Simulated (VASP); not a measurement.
# AlGa3N4 (R3m) in VASP: further runs, part 2 of 2

VASP 6.6.1. The steps go on from the part before.

## 3. Single point, LDA

This run uses another cell than the first one, of 9.11 Å³/atom, 0.778 times its volume.

INCAR

```
SYSTEM = AlGa3N4
  PREC = Accurate
  ENCUT = 520
  EDIFF = 1E-6
  ISMEAR = 0
  SIGMA = 0.05
  LREAL = .FALSE.
  LASPH = .TRUE.
  NELM = 80
  ALGO = Normal
  ISIF = 2
  LWAVE = .FALSE.
  LCHARG = .FALSE.
  NBANDS = 41
```

KPOINTS

```
Automatic mesh
0
G
  6 6 6
  0 0 0
```

POSCAR

```
AlGa3N4
1.0
    4.1806274398      0.1287157287      0.1287157287
    0.1287157287      4.1806274398      0.1287157287
    0.1287157287      0.1287157287      4.1806274398
Al Ga N
1 3 4
Direct
    0.0000000000      0.0000000000      0.0000000000
    0.5000000000      0.5000000000      0.0000000000
    0.5000000000      0.0000000000      0.5000000000
    0.0000000000      0.5000000000      0.5000000000
    0.7548078379      0.7548078379      0.2451921621
    0.7548078379      0.2451921621      0.7548078379
    0.2451921621      0.7548078379      0.7548078379
    0.2451921621      0.2451921621      0.2451921621
```

Potentials or basis: VASP PAW LDA potentials, release 64 (Al, Ga_d, N).

Launch:

```console
cat potpaw_LDA.64/Al/POTCAR potpaw_LDA.64/Ga_d/POTCAR potpaw_LDA.64/N/POTCAR > POTCAR
mpirun -np 1 vasp_std > vasp.out
```

OUTCAR:

```text
SYSTEM = AlGa3N4
   PREC = Accurate
   ENCUT = 520
   EDIFF = 1E-6
   ISMEAR = 0
   LREAL = .FALSE.
   LASPH = .TRUE.
   NELM = 80
   ISIF = 2

 ion  position               nearest neighbor table
   1  0.000  0.000  0.000-   5 1.74   6 1.74   7 1.74   8 1.88   3 2.87   4 2.87   2 2.87   4 2.87
                             2 2.87   3 2.87   2 3.05   2 3.05   3 3.05   4 3.05   3 3.05   4 3.05
   2  0.500  0.500  0.000-   6 1.78   7 1.78   8 1.79   5 1.93   3 2.87   4 2.87   1 2.87   3 2.87
                             1 2.87   4 2.87   1 3.05   1 3.05
   3  0.500  0.000  0.500-   5 1.78   7 1.78   8 1.79   6 1.93   1 2.87   2 2.87   2 2.87   4 2.87
                             1 2.87   4 2.87   1 3.05   1 3.05
   4  0.000  0.500  0.500-   5 1.78   6 1.78   8 1.79   7 1.93   1 2.87   2 2.87   1 2.87   3 2.87
                             2 2.87   3 2.87   1 3.05   1 3.05
   5  0.755  0.755  0.245-   1 1.74   3 1.78   4 1.78   2 1.93
   6  0.755  0.245  0.755-   1 1.74   4 1.78   2 1.78   3 1.93
   7  0.245  0.755  0.755-   1 1.74   3 1.78   2 1.78   4 1.93
   8  0.245  0.245  0.245-   3 1.79   4 1.79   2 1.79   1 1.88

  LATTYP: Found a trigonal (rhomboedric) cell.
 ALAT       =     4.1845885423
 COS(alpha) =     0.0624068531

  Lattice vectors:

 A1 = (   4.1806274398,   0.1287157287,   0.1287157287)
 A2 = (   0.1287157287,   4.1806274398,   0.1287157287)
[... 192 lines left out ...]
 fundamental gap:      3.1213254676
 Fermi energy:         7.9789073981

 k-point     1 :       0.0000    0.0000    0.0000
  band No.  band energies     occupation
      1      -9.8234      2.00000
      2      -7.8888      2.00000
      3      -7.7219      2.00000
      4      -7.7219      2.00000
      5      -6.0366      2.00000
      6      -5.9418      2.00000
[... 1045 lines left out ...]
     40      18.8710      0.00000
     41      19.1746      0.00000

 [... further k-points ...]
[... 5 lines left out ...]
  --------------------------------------------------------------------------------------
  -------------------------------------------------------------------------------------
  Total       25.7976108     25.7976108     25.7976108     -9.1047906     -9.1047906     -9.1047906
  in kB      567.2533373    567.2533373    567.2533373   -200.2015967   -200.2015967   -200.2015967
  external PRESSURE =     567.2533373 kB  Pullay stress =       0.0000000 kB

 VOLUME and BASIS-vectors are now :
 -----------------------------------------------------------------------------
  energy-cutoff  :      520.00
  volume of cell :       72.86
      direct lattice vectors                 reciprocal lattice vectors
     4.180627440  0.128715729  0.128715729     0.239639301 -0.007157784 -0.007157784
     0.128715729  4.180627440  0.128715729    -0.007157784  0.239639301 -0.007157784
     0.128715729  0.128715729  4.180627440    -0.007157784 -0.007157784  0.239639301

 POSITION                                       TOTAL-FORCE (eV/Angst)
 -----------------------------------------------------------------------------------
      0.00000      0.00000      0.00000         1.021624      1.021624      1.021624
      2.15467      2.15467      0.12872         1.085570      1.085570      1.085978
      2.15467      0.12872      2.15467         1.085570      1.085978      1.085570
      0.12872      2.15467      2.15467         1.085978      1.085570      1.085570
      3.28429      3.28429      1.21937        -0.961373     -0.961373     -1.121789
      3.28429      1.21937      3.28429        -0.961373     -1.121789     -0.961373
      1.21937      3.28429      3.28429        -1.121789     -0.961373     -0.961373
      1.08818      1.08818      1.08818        -1.234208     -1.234208     -1.234208
 -----------------------------------------------------------------------------------
    total drift:                                0.000307      0.000307      0.000306

  FREE ENERGIE OF THE ION-ELECTRON SYSTEM (eV)
  ---------------------------------------------------
  free  energy   TOTEN  =       -55.2945473063 eV

  energy  without entropy=      -55.2945473063  energy(sigma->0) =      -55.29454731
```

OSZICAR:

```text
N       E                     dE             d eps       ncg     rms          rms(c)
DAV:   1     0.640057455660E+03    0.64006E+03   -0.28145E+04  3161   0.274E+03
DAV:   2     0.483168593439E+02   -0.59174E+03   -0.54739E+03  2736   0.652E+02
DAV:   3    -0.595704170043E+02   -0.10789E+03   -0.10498E+03  2923   0.200E+02
DAV:   4    -0.662138989313E+02   -0.66435E+01   -0.65843E+01  3425   0.533E+01
DAV:   5    -0.664081117953E+02   -0.19421E+00   -0.19388E+00  3232   0.878E+00    0.179E+01
DAV:   6    -0.552543688215E+02    0.11154E+02   -0.26963E+01  4990   0.760E+01    0.516E+00
DAV:   7    -0.554393995100E+02   -0.18503E+00   -0.63608E+00  3166   0.129E+01    0.431E+00
DAV:   8    -0.553444201914E+02    0.94979E-01   -0.80957E-01  3744   0.119E+01    0.126E+00
DAV:   9    -0.552928803833E+02    0.51540E-01   -0.22088E-01  4600   0.770E+00    0.314E-01
DAV:  10    -0.552945089464E+02   -0.16286E-02   -0.22164E-02  3088   0.107E+00    0.102E-01
DAV:  11    -0.552945857243E+02   -0.76778E-04   -0.22275E-03  3832   0.873E-01    0.462E-02
DAV:  12    -0.552945408296E+02    0.44895E-04   -0.49402E-04  4312   0.373E-01    0.171E-02
DAV:  13    -0.552945471496E+02   -0.63200E-05   -0.69684E-05  3392   0.506E-02    0.703E-03
DAV:  14    -0.552945473063E+02   -0.15671E-06   -0.12714E-06  2224   0.164E-02
   1 F= -.55294547E+02 E0= -.55294547E+02  d E =-.388039E-11
```

Wall time 38 s (1 thread of Intel Xeon 6975P-C (Granite Rapids), shared host); peak memory 0.2 GiB.

Results:

```yaml
Free_energy: -55.2945 eV
Pressure: 56.7 GPa
Largest_force: 2.138 eV/Å
Band_gap_on_the_k_mesh: 3.12 eV, direct
```

Forces on the atoms (eV/Å):
```
Al   1.022  1.022  1.022
Ga   1.086  1.086  1.086
Ga   1.086  1.086  1.086
Ga   1.086  1.086  1.086
N   -0.961 -0.961 -1.122
N   -0.961 -1.122 -0.961
N   -1.122 -0.961 -0.961
N   -1.234 -1.234 -1.234
```

Stress tensor (GPa, compression positive):
```
 56.73 -20.02 -20.02
-20.02  56.73 -20.02
-20.02 -20.02  56.73
```

Levels at points of the mesh, in eV from the valence-band top:
```tsv
k point	band 28	band 29	band 30	band 31	band 32	band 33	band 34	band 35
(0.00, 0.00, 0.00)	-2.83	-0.61	0.00	0.00	3.12	3.12	3.20	3.35
(0.50, 0.00, 0.00)	-2.45	-2.03	-1.72	-1.26	5.30	5.31	6.21	6.35
(0.50, 0.50, 0.00)	-1.53	-1.51	-1.13	-0.83	7.27	7.45	7.74	7.77
(0.50, 0.50, 0.50)	-1.34	-1.06	-0.64	-0.64	5.84	5.84	6.48	7.75
```

Caveat: forces of over 1 eV/Å act on the atoms, so gaps and moduli don't describe the material at rest.

## 4. Single point, LDA

This run uses another cell than the first one, of 9.11 Å³/atom, 0.778 times its volume.

INCAR

```
SYSTEM = AlGa3N4
PREC     = Accurate       ! precision mode
ENCUT    = 520            ! plane-wave cutoff, eV
EDIFF    = 1E-7           ! SCF threshold, eV
ISMEAR   = 0              ! smearing method
SIGMA    = 0.05           ! smearing width, eV
LREAL    = .False.        ! projectors in reciprocal space
LASPH    = .True.         ! aspherical terms in the spheres
NELM     = 80             ! most SCF steps
ALGO     = Normal         ! electronic algorithm
ISIF     = 2              ! what is computed and relaxed
LWAVE    = .False.        ! write WAVECAR
LCHARG   = .False.        ! write CHGCAR
GGA      = CA             ! functional
NBANDS   = 41             ! bands
```

KPOINTS

```
regular mesh
0
Gamma
  6 6 6
  0 0 0
```

POSCAR: that of step 3 with these lines changed.

```diff
@@ -2,5 +2,5 @@
 1.0
-    4.1806274398      0.1287157287      0.1287157287
-    0.1287157287      4.1806274398      0.1287157287
-    0.1287157287      0.1287157287      4.1806274398
+    4.1805488931     -0.1248567641     -0.1248567641
+   -0.1248567641      4.1805488931     -0.1248567641
+   -0.1248567641     -0.1248567641      4.1805488931
 Al Ga N
```

Launch:

```console
cat potpaw_LDA.64/Al/POTCAR potpaw_LDA.64/Ga_d/POTCAR potpaw_LDA.64/N/POTCAR > POTCAR
mpirun -np 1 vasp_std > vasp.out
```

It took 42 s on 1 thread of Intel Xeon 6975P-C (Granite Rapids), shared host; peak memory 0.2 GiB.

Results (log left out):

```
Free energy            : -55.1922 eV
Pressure               : 57.2 GPa
Largest force          : 2.961 eV/Å
Band gap on the k mesh : 3.05 eV, direct
```

Forces on the atoms (eV/Å):
```
Al  -1.633 -1.633 -1.633
Ga  -1.741 -1.741 -1.646
Ga  -1.741 -1.646 -1.741
Ga  -1.646 -1.741 -1.741
N    1.798  1.798  1.515
N    1.798  1.515  1.798
N    1.515  1.798  1.798
N    1.649  1.649  1.649
```

Stress tensor (GPa, compression positive):
```
57.19 23.74 23.74
23.74 57.19 23.74
23.74 23.74 57.19
```

Levels at points of the mesh, in eV from the valence-band top:
| k point | band 28 | band 29 | band 30 | band 31 | band 32 | band 33 | band 34 | band 35 |
| --- | --- | --- | --- | --- | --- | --- | --- | --- |
| (0.00, 0.00, 0.00) | -2.83 | -0.41 | -0.41 | 0.00 | 3.05 | 3.09 | 3.09 | 3.35 |
| (0.50, 0.00, 0.00) | -2.53 | -2.09 | -1.79 | -1.35 | 5.26 | 5.30 | 6.16 | 6.21 |
| (0.50, 0.50, 0.00) | -1.63 | -1.58 | -1.19 | -0.90 | 7.12 | 7.39 | 7.71 | 7.82 |
| (0.50, 0.50, 0.50) | -1.24 | -0.95 | -0.87 | -0.87 | 5.48 | 6.39 | 6.39 | 7.44 |

Caveat: forces of over 1 eV/Å act on the atoms, so gaps and moduli don't describe the material at rest. A k mesh can miss the band edges.

## 5. Single point, LDA

This run uses another cell than the first one, of 9.11 Å³/atom, 0.778 times its volume.

INCAR

```
SYSTEM = AlGa3N4
ALGO     = Normal         ! electronic algorithm
EDIFF    = 1E-6           ! SCF threshold, eV
ENCUT    = 520            ! plane-wave cutoff, eV
ISIF     = 2              ! what is computed and relaxed
ISMEAR   = 0              ! smearing method
LASPH    = .True.         ! aspherical terms in the spheres
LCHARG   = .True.         ! write CHGCAR
LELF     = .True.         ! ELF
LREAL    = .False.        ! projectors in reciprocal space
LVHAR    = .True.       
LWAVE    = .False.        ! write WAVECAR
NBANDS   = 41             ! bands
NELM     = 100            ! most SCF steps
PREC     = Accurate       ! precision mode
SIGMA    = 0.05           ! smearing width, eV
```

KPOINTS

```
k-points
0
Gamma
  6 6 6
  0 0 0
```

POSCAR: that of step 4 with these lines changed.

```diff
@@ -2,5 +2,5 @@
 1.0
-    4.1805488931     -0.1248567641     -0.1248567641
-   -0.1248567641      4.1805488931     -0.1248567641
-   -0.1248567641     -0.1248567641      4.1805488931
+    4.1918177287     -0.2461598215     -0.2461598215
+   -0.2461598215      4.1918177287     -0.2461598215
+   -0.2461598215     -0.2461598215      4.1918177287
 Al Ga N
```

Launch:

```console
cat potpaw_LDA.64/Al/POTCAR potpaw_LDA.64/Ga_d/POTCAR potpaw_LDA.64/N/POTCAR > POTCAR
mpirun -np 1 vasp_std > vasp.out
```

It took 38 s on 1 thread of Intel Xeon 6975P-C (Granite Rapids), shared host; peak memory 0.2 GiB.

The run converged. Its results:

```yaml
Free_energy: -52.0999 eV
Pressure: 69.4 GPa
Largest_force: 7.447 eV/Å
Band_gap_on_the_k_mesh: 2.60 eV, direct
```

Forces on the atoms (eV/Å):
```
Al  -4.148 -4.148 -4.148
Ga  -4.398 -4.398 -4.096
Ga  -4.398 -4.096 -4.398
Ga  -4.096 -4.398 -4.398
N    4.420  4.420  3.954
N    4.420  3.954  4.420
N    3.954  4.420  4.420
N    4.247  4.247  4.247
```

Stress tensor (GPa, compression positive):
```
69.39 51.74 51.74
51.74 69.39 51.74
51.74 51.74 69.39
```

Levels at points of the mesh, in eV from the valence-band top:
```csv
k point,band 27,band 28,band 29,band 30,band 31,band 32,band 33,band 34,band 35,band 36
"(0.00, 0.00, 0.00)",-2.32,-2.31,-0.63,-0.63,0.00,2.60,2.60,2.60,2.80,8.09
"(0.50, 0.00, 0.00)",-3.23,-2.99,-2.56,-1.53,-1.11,4.76,4.82,5.67,5.71,8.83
"(0.50, 0.50, 0.00)",-3.40,-1.92,-1.84,-1.04,-0.74,6.32,6.74,7.18,7.22,7.77
"(0.50, 0.50, 0.50)",-1.21,-1.09,-0.87,-0.70,-0.70,4.64,6.24,6.24,7.38,8.94
```

Caveat: forces of over 1 eV/Å act on the atoms, so gaps and moduli don't describe the material at rest. A k mesh can miss the band edges.

## 6. Overview

```csv
cell,gap on the mesh (eV),pressure (GPa),largest force (eV/Å)
"a = 4.577 Å, angles 82.7°, 8 atoms",0.82,-5.3,0.34
"a = 4.185 Å, angles 86.4°, 8 atoms",3.12,56.7,2.14
"a = 4.184 Å, angles 93.4°, 8 atoms",3.05,57.2,2.96
"a = 4.206 Å, angles 96.5°, 8 atoms",2.60,69.4,7.45
```

Alike in all rows: task single point; level LDA; potentials or basis VASP PAW LDA potentials, release 64 (Al, Ga_d, N); no spin polarisation; k mesh 6 × 6 × 6; cutoff (eV) 520; smearing gaussian 0.05 eV.

Caveats: forces of over 1 eV/Å act on the atoms, so gaps and moduli don't describe the material at rest (some runs).

Total energies depend on the potentials used, so only differences within one code and one set of settings carry meaning.
